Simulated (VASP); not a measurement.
## AlN: single point with PBE

The system is AlN.

```xyz
4
Lattice="3.1067 0.0000 0.0000 -1.5533 2.6905 0.0000 0.0000 0.0000 4.9786" Properties=species:S:1:pos:R:3 pbc="T T T"
Al    0.0000    1.7937   -0.0164
Al    1.5533    0.8968    2.4729
N     0.0000    1.7937    1.8834
N     1.5533    0.8968    4.3727
```

| Item | Value |
| --- | --- |
| Program | VASP 6.6.1 |
| Task | single point |
| Functional | PBE |
| Potentials or basis | VASP PAW PBE potentials, release 64 (Al, N) |
| Cutoff | 600 eV |
| k mesh | 6 × 6 × 4 |
| Occupations | gaussian, width 0.01 eV |
| Spin | no spin polarisation |
| Dipole correction | no |
| Further INCAR settings | ALGO = Normal; EDIFF = 1e-06; NBANDS = 16 |

```yaml
Pressure: 4.3 GPa
Largest_force: 0.010 eV/Å
Band_gap_on_the_k_mesh: 4.24 eV
```

Forces in eV/Å, atoms in the order of the input:
```
Al   0.000  0.000 -0.010
Al   0.000  0.000 -0.010
N    0.000  0.000  0.010
N    0.000  0.000  0.010
```

Stress tensor (GPa, compression positive):
```
4.33 0.00 0.00
0.00 4.33 0.00
0.00 0.00 4.15
```

Levels at points of the mesh, in eV from the valence-band top:
```tsv
k point	band 6	band 7	band 8	band 9	band 10	band 11
(0.00, 0.00, 0.00)	-0.21	-0.21	0.00	4.24	6.70	10.64
(0.50, 0.00, 0.00)	-2.09	-1.78	-0.69	5.81	5.83	8.22
(0.00, 0.00, 0.50)	-0.54	-0.54	-0.54	6.51	6.51	10.35
(0.50, 0.00, 0.50)	-1.47	-1.37	-1.37	5.32	5.32	9.28
```

Wall time 35 s on 1 thread of Intel Xeon 8259CL, on a shared host, peak memory 0.17 GiB.

Caveat: the cell stands under pressure.
